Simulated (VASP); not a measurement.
# InP in VASP: single point with PBE

Aim: the single point of InP with PBE.

All numbers are computed with VASP 6.6.1; they aren't measurements. Logs are shortened: lines on timing, memory, paths and dates and some standing lists are left out, and cuts for length are marked.

## (1) The cell of the first run

The typed cell holds 2 atoms: a = 3.917 Å, b = 3.917 Å, c = 3.917 Å, α = 120.00°, β = 120.00°, γ = 90.00°.

The cell was built from a structure type or drawn by symmetry, and may not be a known phase.

## (2) Single point, PBE

File INCAR:

```
SYSTEM = InP
ALGO = Normal
EDIFF = 1E-6
ENCUT = 520
GGA = PE
ISIF = 2
ISMEAR = 0
LASPH = .TRUE.
LCHARG = .FALSE.
LREAL = .FALSE.
LWAVE = .FALSE.
NBANDS = 16
NELM = 80
PREC = Accurate
SIGMA = 0.1
```

File KPOINTS:

```
k-points
0
G
  20 20 20
  0 0 0
```

File POSCAR:

```
InP
1.0
   -1.9584506351      1.9584506351      2.7694627400
    1.9584506351     -1.9584506351      2.7694627400
    1.9584506351      1.9584506351     -2.7694627400
In P
1 1
Direct
    0.0000000000      0.0000000000      0.0000000000
    0.5000000000      0.5000000000      0.0000000000
```

Potentials or basis: VASP PAW PBE potentials, release 64 (In_d, P).

Started as:

```bash
$ cat potpaw_PBE.64/In_d/POTCAR potpaw_PBE.64/P/POTCAR > POTCAR
$ mpirun -np 1 vasp_std > vasp.out
```

OUTCAR:

```text
SYSTEM = InP
   EDIFF = 1E-6
   ENCUT = 520
   GGA = PE
   ISIF = 2
   ISMEAR = 0
   LASPH = .TRUE.
   LREAL = .FALSE.
   NELM = 80
   PREC = Accurate

 ion  position               nearest neighbor table
   1  0.000  0.000  0.000-   2 2.77   2 2.77   2 2.77   2 2.77   2 2.77   2 2.77
   2  0.500  0.500  0.000-   1 2.77   1 2.77   1 2.77   1 2.77   1 2.77   1 2.77

  LATTYP: Found a body centered tetragonal cell.
 ALAT       =     3.9169012702
 C/A-ratio  =     1.4141090362

  Lattice vectors:

 A1 = (  -1.9584506351,   1.9584506351,   2.7694627400)
 A2 = (   1.9584506351,  -1.9584506351,   2.7694627400)
 A3 = (   1.9584506351,   1.9584506351,  -2.7694627400)

Analysis of symmetry for initial positions (statically):
=====================================================================
 Subroutine PRICEL returns:
 Original cell was already a primitive cell.

 Routine SETGRP: Setting up the symmetry group for a
 body centered tetragonal supercell.

 Subroutine GETGRP returns: Found 16 space group operations
 (whereof 16 operations were pure point group operations)
 out of a pool of 16 trial point group operations.

The static configuration has the point symmetry D_4h.

Analysis of symmetry for dynamics (positions and initial velocities):
=====================================================================
 Subroutine PRICEL returns:
 Original cell was already a primitive cell.

 Routine SETGRP: Setting up the symmetry group for a
 body centered tetragonal supercell.

 Subroutine GETGRP returns: Found 16 space group operations
 (whereof 16 operations were pure point group operations)
 out of a pool of 16 trial point group operations.

The dynamic configuration has the point symmetry D_4h.

 Subroutine INISYM returns: Found 16 space group operations
 (whereof 16 operations are pure point group operations),
 and found     1 'primitive' translations

----------------------------------------------------------------------------------------

                                     Primitive cell

  volume of cell :      42.4894

  direct lattice vectors                    reciprocal lattice vectors
    -1.958450635  1.958450635  2.769462740     0.000000000  0.255303857  0.180540432
     1.958450635 -1.958450635  2.769462740     0.255303857  0.000000000  0.180540432
     1.958450635  1.958450635 -2.769462740     0.255303857  0.255303857  0.000000000

  length of vectors
[... 82 lines left out ...]
   EDIFF  = 0.1E-05   stopping-criterion for ELM
   LREAL  =      F    real-space projection
   EDIFFG = 0.1E-04   stopping-criterion for IOM
   NSW    =      0    number of steps for IOM
   IBRION =     -1    ionic relax: 0-MD 1-quasi-New 2-CG
   NFREE  =      0    steps in history (QN), initial steepest desc. (CG)
   ISIF   =      2    stress and relaxation
   ISYM   =      2    0-nonsym 1-usesym 2-fastsym
   POTIM  = 0.5000    time-step for ionic-motion
   TEBEG  =    0.0;   TEEND  =   0.0 temperature during run
   PSTRESS=    0.0 pullay stress
   NELECT =      18.0000    total number of electrons
   NUPDOWN=      -1.0000    fix difference up-down
   EMIN   =  10.00;   EMAX   =-10.00  energy-range for DOS
   EFERMI =   0.00;   METHOD = LEGACY
   ISMEAR =     0;   SIGMA  =   0.10  broadening in eV -4-tet -1-fermi 0-gaus
   EFERMI_NEDOS =   21; number of points for ismear=-14 and -15
   IALGO  =     38    algorithm
   IMIX   =      4    mixing-type and parameters
     AMIX     =   0.40;   BMIX     =  1.00
     AMIX_MAG =   1.60;   BMIX_MAG =  1.00
  volume/ion in A,a.u.               =      21.24       143.37
  Fermi-wavevector in a.u.,A,eV,Ry     =   1.229529  2.323473 20.568489  1.511741
  Thomas-Fermi vector in A             =   2.364413
   LORBIT       =      0    0 simple, 1 ext, 2 COOP (PROOUT), +10 PAW based schemes
   GGA     = PE    functional components
   LHFCALC =     F    Hartree Fock is set to
   AEXX    =    0.0000 exact exchange contribution
   IVDW    =     0    specifies the selected vdW correction
   LEPSILON=     F    determine dielectric tensor
   LRPA    =     F    only Hartree local field effects (RPA)
 non-spin polarized calculation
 Gauss-broadening in eV      SIGMA  =   0.10
  energy-cutoff  :      520.00
  volume of cell :       42.49
 maximum number of plane-waves:      1167
 NGX is ok and might be reduce to    30
   NGX = 15   NGY = 15   NGZ = 15

 number of electron      18.0000009 magnetization

 Free energy of the ion-electron system (eV)
  ---------------------------------------------------
  ext. energy  EPLUGINS =         0.00000000
  ---------------------------------------------------
  free energy    TOTEN  =        -7.91671625 eV

  energy without entropy =       -7.91009430  energy(sigma->0) =       -7.91340527

 E-fermi :   7.0465     XC(G=0): -10.3925

 val. band max:        7.0461275052   @ k =  -0.1000   0.2500   0.0500
 cond. band min:       7.0500767752   @ k =  -0.0500   0.5000   0.0500
 fundamental gap:      0.0039492700
 Fermi energy:         7.0465003380

 k-point     1 :       0.0000    0.0000    0.0000
  band No.  band energies     occupation
      1      -7.1917      2.00000
      2      -7.1917      2.00000
      3      -7.1721      2.00000
      4      -7.1721      2.00000
      5      -7.1721      2.00000
      6      -4.9757      2.00000
[... 433 lines left out ...]
      3      -7.1780      2.00000
      4      -7.1169      2.00000
      5      -7.1068      2.00000
      6      -3.6640      2.00000
[... 8 lines left out ...]
     15      16.8948      0.00000
     16      17.1459      0.00000

 [... further k-points ...]

------------------------ aborting loop because EDIFF is reached ----------------------------------------

  FORCE on cell =-STRESS in cart. coord.  units (eV):
  Direction    XX          YY          ZZ          XY          YZ          ZX
  --------------------------------------------------------------------------------------
  -------------------------------------------------------------------------------------
  Total       -0.0120621     -0.0120621     -0.0100467      0.0000000      0.0000000      0.0000000
  in kB       -0.4548346     -0.4548346     -0.3788376      0.0000000      0.0000000      0.0000000
  external PRESSURE =      -0.4295022 kB  Pullay stress =       0.0000000 kB

 VOLUME and BASIS-vectors are now :
 -----------------------------------------------------------------------------
  energy-cutoff  :      520.00
  volume of cell :       42.49
      direct lattice vectors                 reciprocal lattice vectors
    -1.958450635  1.958450635  2.769462740     0.000000000  0.255303857  0.180540432
     1.958450635 -1.958450635  2.769462740     0.255303857  0.000000000  0.180540432
     1.958450635  1.958450635 -2.769462740     0.255303857  0.255303857  0.000000000

 POSITION                                       TOTAL-FORCE (eV/Angst)
 -----------------------------------------------------------------------------------
      0.00000      0.00000      0.00000        -0.000000      0.000000     -0.000000
      0.00000      0.00000      2.76946         0.000000     -0.000000      0.000000
 -----------------------------------------------------------------------------------
    total drift:                                0.000000      0.000000      0.000000

  FREE ENERGIE OF THE ION-ELECTRON SYSTEM (eV)
  ---------------------------------------------------
  free  energy   TOTEN  =        -7.9167162461 eV

  energy  without entropy=       -7.9100943017  energy(sigma->0) =       -7.91340527
```

stdout:

```text
POSCAR found type information on POSCAR InP
 POSCAR found :  2 types and       2 ions
 scaLAPACK will be used
 LDA part: xc-table for (Slater+PW92), standard interpolation
 POSCAR, INCAR and KPOINTS ok, starting setup
 FFT: planning ... GRIDC
 FFT: planning ... GRID_SOFT
 FFT: planning ... GRID
 WAVECAR not read
 entering main loop
```

Run time: 7.3 min. Hardware: 1 thread of Intel Xeon 8259CL, shared host; peak memory 0.52 GiB.

What came out:

* Free energy: -7.9167 eV
* Pressure: 0.0 GPa
* Band gap on the k mesh: zero (bands 9 and 10 overlap by 2.64 eV)

Caveat: spin-orbit coupling is left out, which moves the levels of the heavy elements.
